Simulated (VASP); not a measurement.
# AlN (F-43m) in VASP: settings compared, part 2 of 2

VASP 6.6.1. The steps go on from the part before.

## 3. Single point, HSE06

Contents of POSCAR:

```
AlN
1.0
    0.0000000000      2.1848764834      2.1848764834
    2.1848764834      0.0000000000      2.1848764834
    2.1848764834      2.1848764834      0.0000000000
Al N
1 1
Direct
    0.0000000000      0.0000000000      0.0000000000
    0.7500000000      0.7500000000      0.7500000000
```

Contents of INCAR.step1:

```
SYSTEM = AlN
  ALGO = Normal
  EDIFF = 1E-5
  ENCUT = 520
  GGA = PE
  GGA_COMPAT = .False.
  ISIF = 2
  ISMEAR = 0
  LASPH = .True.
  LCHARG = .False.
  LREAL = .False.
  LWAVE = .True.
  NBANDS = 11
  NELM = 120
  PREC = Accurate
  SIGMA = 0.01
```

Contents of INCAR.step2:

```
SYSTEM = AlN
  ALGO = Normal
  EDIFF = 1E-6
  ENCUT = 520
  GGA = PE
  GGA_COMPAT = .False.
  HFSCREEN = 0.2079
  ISIF = 2
  ISMEAR = 0
  ISTART = 1
  LASPH = .True.
  LCHARG = .False.
  LHFCALC = .True.
  LREAL = .False.
  LWAVE = .False.
  NBANDS = 11
  NELM = 120
  PREC = Accurate
  PRECFOCK = Normal
  SIGMA = 0.01
```

Contents of KPOINTS:

```
k-points
0
Gamma
  8 8 8
  0 0 0
```

Potentials or basis: VASP PAW PBE potentials, release 64 (Al, N).

Command:

```bash
$ cat potpaw_PBE.64/Al/POTCAR potpaw_PBE.64/N/POTCAR > POTCAR
$ cp INCAR.step1 INCAR
$ mpirun -np 1 vasp_std > vasp.out
$ cp INCAR.step2 INCAR
$ mpirun -np 1 vasp_std > vasp.out
```

OUTCAR:

```text
SYSTEM = AlN
   EDIFF = 1E-6
   ENCUT = 520
   GGA = PE
   HFSCREEN = 0.2079
   ISIF = 2
   ISMEAR = 0
   ISTART = 1
   LASPH = .True.
   LHFCALC = .True.
   LREAL = .False.
   NELM = 120
   PREC = Accurate
   PRECFOCK = Normal

 ion  position               nearest neighbor table
   1  0.000  0.000  0.000-   2 1.89   2 1.89   2 1.89   2 1.89
   2  0.750  0.750  0.750-   1 1.89   1 1.89   1 1.89   1 1.89

  LATTYP: Found a face centered cubic cell.
 ALAT       =     4.3697529668

  Lattice vectors:

 A1 = (   0.0000000000,   2.1848764834,   2.1848764834)
 A2 = (   2.1848764834,   0.0000000000,   2.1848764834)
 A3 = (   2.1848764834,   2.1848764834,   0.0000000000)

Analysis of symmetry for initial positions (statically):
=====================================================================
 Subroutine PRICEL returns:
 Original cell was already a primitive cell.

 Routine SETGRP: Setting up the symmetry group for a
 face centered cubic supercell.

 Subroutine GETGRP returns: Found 24 space group operations
 (whereof 24 operations were pure point group operations)
[... 181 lines left out ...]
      1     -11.4359      2.00000
      2       5.0340      2.00000
      3       5.0340      2.00000
      4       5.0340      2.00000
      5      10.5722      0.00000
      6      19.2612      0.00000
      7      19.2612      0.00000
      8      19.2612      0.00000
      9      24.6194      0.00000
     10      24.6194      0.00000
     11      26.0105      0.00000
[... 309 lines left out ...]
 k-point    24 :      -0.3750    0.2500    0.1250
  band No.  band energies     occupation
      1      -8.9142      2.00000
      2      -0.5305      2.00000
      3       2.6211      2.00000
      4       3.8173      2.00000
      5      13.6157      0.00000
      6      15.8689      0.00000
      7      19.0473      0.00000
      8      19.5096      0.00000
      9      24.1405      0.00000
     10      25.7836      0.00000
     11      29.0656      0.00000

 [... further k-points ...]

------------------------ aborting loop because EDIFF is reached ----------------------------------------

  FORCE on cell =-STRESS in cart. coord.  units (eV):
  Direction    XX          YY          ZZ          XY          YZ          ZX
  --------------------------------------------------------------------------------------
  -------------------------------------------------------------------------------------
  Total       -0.1049794     -0.1049794     -0.1049794     -0.0000000     -0.0000000     -0.0000000
  in kB       -8.0631354     -8.0631354     -8.0631354     -0.0000000     -0.0000000     -0.0000000
  external PRESSURE =      -8.0631354 kB  Pullay stress =       0.0000000 kB

 VOLUME and BASIS-vectors are now :
 -----------------------------------------------------------------------------
  energy-cutoff  :      520.00
  volume of cell :       20.86
      direct lattice vectors                 reciprocal lattice vectors
     0.000000000  2.184876483  2.184876483    -0.228845888  0.228845888  0.228845888
     2.184876483  0.000000000  2.184876483     0.228845888 -0.228845888  0.228845888
     2.184876483  2.184876483  0.000000000     0.228845888  0.228845888 -0.228845888

 POSITION                                       TOTAL-FORCE (eV/Angst)
 -----------------------------------------------------------------------------------
      0.00000      0.00000      0.00000        -0.000000     -0.000000     -0.000000
      3.27731      3.27731      3.27731         0.000000      0.000000      0.000000
 -----------------------------------------------------------------------------------
    total drift:                                0.000459     -0.000118      0.000169

  FREE ENERGIE OF THE ION-ELECTRON SYSTEM (eV)
  ---------------------------------------------------
  free  energy   TOTEN  =       -17.3961335652 eV

  energy  without entropy=      -17.3961335652  energy(sigma->0) =      -17.39613357
```

OUTCAR.step1:

```text
SYSTEM = AlN
   EDIFF = 1E-5
   ENCUT = 520
   GGA = PE
   ISIF = 2
   ISMEAR = 0
[... 558 lines left out ...]
      0.00000      0.00000      0.00000        -0.000000     -0.000000     -0.000000
      3.27731      3.27731      3.27731         0.000000      0.000000      0.000000
 -----------------------------------------------------------------------------------
    total drift:                               -0.000000     -0.000000     -0.000000

  FREE ENERGIE OF THE ION-ELECTRON SYSTEM (eV)
  ---------------------------------------------------
  free  energy   TOTEN  =       -14.8410456091 eV

  energy  without entropy=      -14.8410456091  energy(sigma->0) =      -14.84104561
```

It took 33 min on 1 thread of AMD EPYC 7R43 (Zen 3), shared host; peak memory 0.22 GiB.

Results:

* Free energy: -17.3961 eV
* Pressure: -0.8 GPa
* Band gap on the k mesh: 4.55 eV (least direct gap 5.54 eV)

Levels at points of the mesh, in eV from the valence-band top:
```csv
k point,band 1,band 2,band 3,band 4,band 5,band 6,band 7,band 8,band 9
"(0.00, 0.00, 0.00)",-16.47,0.00,0.00,0.00,5.54,14.23,14.23,14.23,19.59
"(0.50, 0.00, 0.00)",-14.29,-6.34,-0.53,-0.53,8.86,11.63,12.75,12.75,19.90
"(0.50, 0.50, 0.00)",-13.61,-5.33,-1.95,-1.95,4.55,10.07,16.08,17.81,17.81
```

Caveat: the PAW data sets were made with another functional, which shifts forces and pressure a little.
